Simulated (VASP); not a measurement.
# BN (Pm-3m) in VASP: settings compared

Aim: see how the results for BN move with the level of theory and the settings. Levels: PBE, r2SCAN. Tasks: single point, relaxation of cell and atoms.

All numbers are computed with VASP 6.6.1; they aren't measurements. Logs are shortened: lines on timing, memory, paths and dates and some standing lists are left out, and cuts for length are marked.

### Step 1. The cell of the first run

It takes space group Pm-3m (No. 221, cubic). The conventional cell has a = 2.315 Å, b = 2.315 Å, c = 2.315 Å, α = 90.00°, β = 90.00°, γ = 90.00°. Within 2.7 Å of B (site symmetry m-3m) lie 8 N at 2.00 Å and 6 B at 2.31 Å. Within 2.7 Å of N (site symmetry m-3m) lie 8 B at 2.00 Å and 6 N at 2.31 Å.

### Step 2. Single point, PBE

Contents of INCAR:

```
SYSTEM = BN
ALGO = Normal
EDIFF = 1E-6
ENCUT = 520
GGA = PE
ISIF = 2
ISMEAR = -1
LASPH = .TRUE.
LCHARG = .TRUE.
LELF = .TRUE.
LREAL = .FALSE.
LVHAR = .TRUE.
LWAVE = .FALSE.
NBANDS = 11
NELM = 60
PREC = Accurate
SIGMA = 0.02
```

Contents of KPOINTS:

```
k-points
0
G
  10 10 10
  0 0 0
```

Contents of POSCAR:

```
BN
1.0
    2.3148041863      0.0000000000      0.0000000000
    0.0000000000      2.3148041863      0.0000000000
    0.0000000000      0.0000000000      2.3148041863
B N
1 1
Direct
    0.0000000000      0.0000000000      0.0000000000
    0.5000000000      0.5000000000      0.5000000000
```

Potentials or basis: VASP PAW PBE potentials, release 64 (B, N).

Launch:

```console
$ cat potpaw_PBE.64/B/POTCAR potpaw_PBE.64/N/POTCAR > POTCAR
$ mpirun -np 1 vasp_std > vasp.out
```

OUTCAR:

```text
SYSTEM = BN
   EDIFF = 1E-6
   ENCUT = 520
   GGA = PE
   ISIF = 2
   ISMEAR = -1
   LASPH = .TRUE.
   LREAL = .FALSE.
   NELM = 60
   PREC = Accurate

 ion  position               nearest neighbor table
   1  0.000  0.000  0.000-
   2  0.500  0.500  0.500-

  LATTYP: Found a simple cubic cell.
 ALAT       =     2.3148041863

  Lattice vectors:

 A1 = (   2.3148041863,   0.0000000000,   0.0000000000)
 A2 = (   0.0000000000,   2.3148041863,   0.0000000000)
 A3 = (   0.0000000000,   0.0000000000,   2.3148041863)

Analysis of symmetry for initial positions (statically):
=====================================================================
 Subroutine PRICEL returns:
 Original cell was already a primitive cell.

 Routine SETGRP: Setting up the symmetry group for a
 simple cubic supercell.

 Subroutine GETGRP returns: Found 48 space group operations
 (whereof 48 operations were pure point group operations)
 out of a pool of 48 trial point group operations.

The static configuration has the point symmetry O_h .

Analysis of symmetry for dynamics (positions and initial velocities):
=====================================================================
 Subroutine PRICEL returns:
 Original cell was already a primitive cell.

 Routine SETGRP: Setting up the symmetry group for a
 simple cubic supercell.

 Subroutine GETGRP returns: Found 48 space group operations
 (whereof 48 operations were pure point group operations)
 out of a pool of 48 trial point group operations.

The dynamic configuration has the point symmetry O_h .

 Subroutine INISYM returns: Found 48 space group operations
 (whereof 48 operations are pure point group operations),
 and found     1 'primitive' translations

----------------------------------------------------------------------------------------

                                     Primitive cell

  volume of cell :      12.4035

  direct lattice vectors                    reciprocal lattice vectors
     2.314804186  0.000000000  0.000000000     0.432001984  0.000000000  0.000000000
     0.000000000  2.314804186  0.000000000     0.000000000  0.432001984  0.000000000
     0.000000000  0.000000000  2.314804186     0.000000000  0.000000000  0.432001984

  length of vectors
     2.314804186  2.314804186  2.314804186     0.432001984  0.432001984  0.432001984

  position of ions in fractional coordinates (direct lattice)
     0.000000000  0.000000000  0.000000000
     0.500000000  0.500000000  0.500000000

  ion indices of the primitive-cell ions
   primitive index   ion index
                 1           1
                 2           2

----------------------------------------------------------------------------------------

 KPOINTS: k-points

Automatic generation of k-mesh.
 Grid dimensions read from file:
 generate k-points for:   10   10   10

 Generating k-lattice:

  Cartesian coordinates                     Fractional coordinates (reciprocal lattice)
     0.043200198  0.000000000  0.000000000     0.100000000  0.000000000  0.000000000
     0.000000000  0.043200198  0.000000000     0.000000000  0.100000000  0.000000000
     0.000000000  0.000000000  0.043200198     0.000000000  0.000000000  0.100000000

  Length of vectors
     0.043200198  0.043200198  0.043200198

  Shift w.r.t. Gamma in fractional coordinates (k-lattice)
     0.000000000  0.000000000  0.000000000

 Subroutine IBZKPT returns following result:
 ===========================================

 Found     56 irreducible k-points:

 Following reciprocal coordinates:
            Coordinates               Weight
  0.000000  0.000000  0.000000      1.000000
  0.100000  0.000000  0.000000      6.000000
  0.200000  0.000000  0.000000      6.000000
  0.300000  0.000000  0.000000      6.000000
  0.400000  0.000000  0.000000      6.000000
  0.500000  0.000000  0.000000      3.000000
[... 16 lines left out ...]
  0.200000  0.100000  0.100000     24.000000
  0.300000  0.100000  0.100000     24.000000
 [... further k-points ...]
   k-points           NKPTS =     56   k-points in BZ     NKDIM =     56   number of bands    NBANDS=     11
   number of dos      NEDOS =    301   number of ions     NIONS =      2
   total plane-waves  NPLWV =   5832
   dimension x,y,z NGX =    18 NGY =   18 NGZ =   18
   dimension x,y,z NGXF=    36 NGYF=   36 NGZF=   36
   ions per type =               1   1
   NGX,Y,Z   is equivalent  to a cutoff of  12.93, 12.93, 12.93 a.u.
   NGXF,Y,Z  is equivalent  to a cutoff of  25.85, 25.85, 25.85 a.u.
 SYSTEM =  BN
   PREC   = accura    normal or accurate (medium, high low for compatibility)
   ISTART =      0    job   : 0-new  1-cont  2-samecut
   ICHARG =      2    charge: 1-file 2-atom 10-const
   ISPIN  =      1    spin polarized calculation?
   LNONCOLLINEAR =      F non collinear calculations
   LSORBIT =      F    spin-orbit coupling
   LASPH  =      T    aspherical Exc in radial PAW
   ENCUT  =  520.0 eV  38.22 Ry    6.18 a.u.   4.30  4.30  4.30*2*pi/ulx,y,z
   NELM   =     60;   NELMIN=  2; NELMDL= -5     # of ELM steps
   EDIFF  = 0.1E-05   stopping-criterion for ELM
   LREAL  =      F    real-space projection
   EDIFFG = 0.1E-04   stopping-criterion for IOM
   NSW    =      0    number of steps for IOM
   IBRION =     -1    ionic relax: 0-MD 1-quasi-New 2-CG
   NFREE  =      0    steps in history (QN), initial steepest desc. (CG)
   ISIF   =      2    stress and relaxation
   ISYM   =      2    0-nonsym 1-usesym 2-fastsym
   POTIM  = 0.5000    time-step for ionic-motion
   TEBEG  =    0.0;   TEEND  =   0.0 temperature during run
   PSTRESS=    0.0 pullay stress
   NELECT =       8.0000    total number of electrons
   NUPDOWN=      -1.0000    fix difference up-down
   EMIN   =  10.00;   EMAX   =-10.00  energy-range for DOS
   EFERMI =   0.00;   METHOD = LEGACY
   ISMEAR =    -1;   SIGMA  =   0.02  broadening in eV -4-tet -1-fermi 0-gaus
   EFERMI_NEDOS =   21; number of points for ismear=-14 and -15
   IALGO  =     38    algorithm
   IMIX   =      4    mixing-type and parameters
     AMIX     =   0.40;   BMIX     =  1.00
     AMIX_MAG =   1.60;   BMIX_MAG =  1.00
  volume/ion in A,a.u.               =       6.20        41.85
  Fermi-wavevector in a.u.,A,eV,Ry     =   1.414460  2.672941 27.221124  2.000696
  Thomas-Fermi vector in A             =   2.536000
   LORBIT       =      0    0 simple, 1 ext, 2 COOP (PROOUT), +10 PAW based schemes
   GGA     = PE    functional components
   LHFCALC =     F    Hartree Fock is set to
   AEXX    =    0.0000 exact exchange contribution
   IVDW    =     0    specifies the selected vdW correction
   LEPSILON=     F    determine dielectric tensor
   LRPA    =     F    only Hartree local field effects (RPA)
 non-spin polarized calculation
  energy-cutoff  :      520.00
  volume of cell :       12.40
 maximum number of plane-waves:       356
 NGX is ok and might be reduce to    18
   NGX =  9   NGY =  9   NGZ =  9

 number of electron       8.0000000 magnetization

 Free energy of the ion-electron system (eV)
  ---------------------------------------------------
  ext. energy  EPLUGINS =         0.00000000
  ---------------------------------------------------
  free energy    TOTEN  =       -10.01087788 eV

  energy without entropy =      -10.00904495  energy(sigma->0) =      -10.00996141

 E-fermi :   9.0285     XC(G=0): -13.2055

 val. band max:        9.0213773237   @ k =   0.3000   0.2000   0.0000
 cond. band min:       9.0618582473   @ k =   0.5000   0.5000   0.4000
 fundamental gap:      0.0404809236
 Fermi energy:         9.0285157951

 k-point     1 :       0.0000    0.0000    0.0000
  band No.  band energies     occupation
      1     -12.0750      2.00000
      2       7.0122      2.00000
      3       7.0122      2.00000
      4       7.0122      2.00000
      5      10.7001      0.00000
      6      20.1907      0.00000
      7      20.1907      0.00000
      8      20.1907      0.00000
      9      21.2445      0.00000
     10      21.2445      0.00000
     11      44.0420      0.00000

 k-point     2 :       0.1000    0.0000    0.0000
  band No.  band energies     occupation
      1     -11.8613      2.00000
      2       5.5071      2.00000
      3       7.1924      2.00000
      4       7.1924      2.00000
      5      11.3331      0.00000
      6      19.3528      0.00000
      7      19.8806      0.00000
      8      19.8806      0.00000
      9      21.5237      0.00000
     10      23.2300      0.00000
     11      42.8400      0.00000

 k-point     3 :       0.2000    0.0000    0.0000
  band No.  band energies     occupation
      1     -11.2311      2.00000
      2       2.7166      2.00000
      3       7.7098      2.00000
      4       7.7098      2.00000
      5      12.1049      0.00000
      6      18.4264      0.00000
      7      19.0058      0.00000
      8      19.0058      0.00000
      9      22.3606      0.00000
     10      27.0661      0.00000
     11      39.1259      0.00000

 k-point     4 :       0.3000    0.0000    0.0000
  band No.  band energies     occupation
      1     -10.2314      2.00000
      2      -0.1258      2.00000
      3       8.4779      2.00000
      4       8.4779      2.00000
      5      12.6984      0.00000
      6      17.5121      0.00000
      7      17.7685      0.00000
      8      17.7685      0.00000
      9      23.7542      0.00000
     10      31.8566      0.00000
     11      34.9546      0.00000
[... 239 lines left out ...]
 k-point    22 :       0.1000    0.1000    0.1000
  band No.  band energies     occupation
      1     -11.4339      2.00000
      2       5.6017      2.00000
      3       6.0285      2.00000
      4       6.0285      2.00000
      5      12.6986      0.00000
      6      18.6531      0.00000
      7      19.0431      0.00000
      8      19.0431      0.00000
      9      24.2993      0.00000
     10      24.2993      0.00000
     11      39.6152      0.00000

 k-point    23 :       0.2000    0.1000    0.1000
  band No.  band energies     occupation
      1     -10.8039      2.00000
      2       3.0928      2.00000
      3       6.2323      2.00000
      4       6.6036      2.00000
      5      13.5996      0.00000
      6      17.3462      0.00000
      7      18.0761      0.00000
      8      18.8813      0.00000
      9      24.9480      0.00000
     10      27.9130      0.00000
     11      37.2560      0.00000

 k-point    24 :       0.3000    0.1000    0.1000
  band No.  band energies     occupation
      1      -9.8046      2.00000
      2       0.2665      2.00000
      3       6.9160      2.00000
      4       7.4783      2.00000
      5      14.2348      0.00000
      6      15.8853      0.00000
      7      16.6444      0.00000
      8      18.6308      0.00000
      9      26.1256      0.00000
     10      32.5012      0.00000
     11      34.9239      0.00000

 [... further k-points ...]
[... 5 lines left out ...]
  --------------------------------------------------------------------------------------
  -------------------------------------------------------------------------------------
  Total        0.1751548      0.1751548      0.1751548     -0.0000000      0.0000000      0.0000000
  in kB       22.6250631     22.6250631     22.6250631     -0.0000000      0.0000000      0.0000000
  external PRESSURE =      22.6250631 kB  Pullay stress =       0.0000000 kB

 VOLUME and BASIS-vectors are now :
 -----------------------------------------------------------------------------
  energy-cutoff  :      520.00
  volume of cell :       12.40
      direct lattice vectors                 reciprocal lattice vectors
     2.314804186  0.000000000  0.000000000     0.432001984  0.000000000  0.000000000
     0.000000000  2.314804186  0.000000000     0.000000000  0.432001984  0.000000000
     0.000000000  0.000000000  2.314804186     0.000000000  0.000000000  0.432001984

 POSITION                                       TOTAL-FORCE (eV/Angst)
 -----------------------------------------------------------------------------------
      0.00000      0.00000      0.00000         0.000000      0.000000      0.000000
      1.15740      1.15740      1.15740         0.000000      0.000000      0.000000
 -----------------------------------------------------------------------------------
    total drift:                                0.000000     -0.000000      0.000000

  FREE ENERGIE OF THE ION-ELECTRON SYSTEM (eV)
  ---------------------------------------------------
  free  energy   TOTEN  =       -10.0108778751 eV

  energy  without entropy=      -10.0090449522  energy(sigma->0) =      -10.00996141
```

Wall time 6.5 s (1 thread of Intel Xeon Platinum 8375C at 2.90GHz (Ice Lake), shared host); peak memory 0.11 GiB.

Results:

```
Free energy            : -10.0109 eV
Pressure               : 2.3 GPa
Band gap on the k mesh : zero (band 4 reaches 10.00 eV, above the bottom of band 5 at 6.67 eV)
```

Levels at points of the mesh, in eV from the Fermi level:
```tsv
k point	band 1	band 2	band 3	band 4	band 5	band 6	band 7	band 8	band 9
(0.00, 0.00, 0.00)	-21.10	-2.02	-2.02	-2.02	1.67	11.16	11.16	11.16	12.22
(0.50, 0.00, 0.00)	-17.36	-12.64	0.63	0.63	4.35	7.01	7.01	7.40	18.80
(0.50, 0.50, 0.00)	-13.53	-9.39	-9.39	-3.49	1.70	8.59	8.59	9.13	20.09
(0.50, 0.50, 0.50)	-10.89	-4.82	-4.82	-4.82	-1.34	-1.34	-1.34	3.26	28.23
```

### Step 3. Single point, PBE

This run uses another cell than the first one, of 6.26 Å³/atom, 1.009 times its volume.

Contents of INCAR:

```
ALGO     = Normal         # electronic algorithm
EDIFF    = 1E-6           # SCF threshold, eV
ENCUT    = 520            # plane-wave cutoff, eV
GGA      = PE             # functional
ISIF     = 2              # what is computed and relaxed
ISMEAR   = -1             # smearing method
LASPH    = True           # aspherical terms in the spheres
LCHARG   = True           # write CHGCAR
LELF     = True           # ELF
LREAL    = False          # projectors in reciprocal space
LVHAR    = True         
LWAVE    = False          # write WAVECAR
NBANDS   = 11             # bands
NELM     = 100            # most SCF steps
PREC     = Accurate       # precision mode
SIGMA    = 0.02           # smearing width, eV
```

Contents of KPOINTS:

```
k-points
0
Gamma
  12 12 12
```

Contents of POSCAR:

```
BN
1.0
    2.3220077487      0.0000000000      0.0000000000
    0.0000000000      2.3220077487      0.0000000000
    0.0000000000      0.0000000000      2.3220077487
B N
1 1
Direct
    0.0000000000      0.0000000000      0.0000000000
    0.5000000000      0.5000000000      0.5000000000
```

Potentials or basis: VASP PAW PBE potentials, release 64 (B, N).

Launch:

```console
$ cat potpaw_PBE.64/B/POTCAR potpaw_PBE.64/N/POTCAR > POTCAR
$ mpirun -np 1 vasp_std > vasp.out
```

Wall time 12 s (1 thread of Intel Xeon Platinum 8375C at 2.90GHz (Ice Lake), shared host); peak memory 0.12 GiB.

Results (log left out):

- Free energy: -10.0179 eV
- Pressure: -0.1 GPa
- Band gap on the k mesh: zero (band 4 reaches 9.82 eV, above the bottom of band 5 at 6.81 eV)

Levels at points of the mesh, in eV from the Fermi level:
```csv
k point,band 1,band 2,band 3,band 4,band 5,band 6,band 7,band 8
"(0.00, 0.00, 0.00)",-21.02,-2.04,-2.04,-2.04,1.53,11.05,11.05,11.05
"(0.50, 0.00, 0.00)",-17.32,-12.57,0.55,0.55,4.26,6.98,6.98,7.25
"(0.50, 0.50, 0.00)",-13.56,-9.33,-9.33,-3.49,1.61,8.49,8.49,9.08
"(0.50, 0.50, 0.50)",-10.98,-4.82,-4.82,-4.82,-1.30,-1.30,-1.30,3.19
```

### Step 4. Single point, r2SCAN

Contents of POSCAR:

```
BN
1.0
    2.3148041863      0.0000000000      0.0000000000
    0.0000000000      2.3148041863      0.0000000000
    0.0000000000      0.0000000000      2.3148041863
B N
1 1
Direct
    0.0000000000      0.0000000000      0.0000000000
    0.5000000000      0.5000000000      0.5000000000
```

Contents of INCAR.step1:

```
PREC = Accurate
ENCUT = 520
ISMEAR = -1
SIGMA = 0.02
LREAL = False
LASPH = True
NELM = 80
NBANDS = 11
GGA = PE
ALGO = Normal
EDIFF = 1E-4
LWAVE = True
LCHARG = False
```

Contents of INCAR.step2:

```
PREC = Accurate
ENCUT = 520
EDIFF = 1E-6
ISMEAR = -1
SIGMA = 0.02
LREAL = False
LASPH = True
NELM = 80
ALGO = Normal
ISIF = 2
LWAVE = False
LCHARG = False
METAGGA = R2SCAN
LMIXTAU = True
NBANDS = 11
ISTART = 1
```

Contents of KPOINTS:

```
Automatic mesh
0
Gamma
  10 10 10
```

Launch:

```console
$ cat potpaw_PBE.64/B/POTCAR potpaw_PBE.64/N/POTCAR > POTCAR
$ cp INCAR.step1 INCAR
$ mpirun -np 1 vasp_std > vasp.out
$ cp INCAR.step2 INCAR
$ mpirun -np 1 vasp_std > vasp.out
```

Run time: 34 s. Hardware: 1 thread of Intel Xeon Platinum 8375C at 2.90GHz (Ice Lake), shared host; peak memory 0.12 GiB.

It converged, with:

```
Free energy            : -11.1112 eV
Pressure               : 0.0 GPa
Band gap on the k mesh : zero (band 4 reaches 10.04 eV, above the bottom of band 5 at 6.59 eV)
```

Levels at points of the mesh, in eV from the Fermi level:
```csv
k point,band 2,band 3,band 4,band 5,band 6,band 7
"(0.00, 0.00, 0.00)",-2.14,-2.14,-2.14,1.71,12.23,12.23
"(0.50, 0.00, 0.00)",-13.38,0.62,0.62,4.75,7.72,7.72
"(0.50, 0.50, 0.00)",-9.86,-9.86,-3.73,1.78,9.38,9.38
"(0.50, 0.50, 0.50)",-5.06,-5.06,-5.06,-1.28,-1.28,-1.28
```

Caveat: the PAW data sets were made with another functional, which shifts forces and pressure a little.

[end of part 1 of 2]
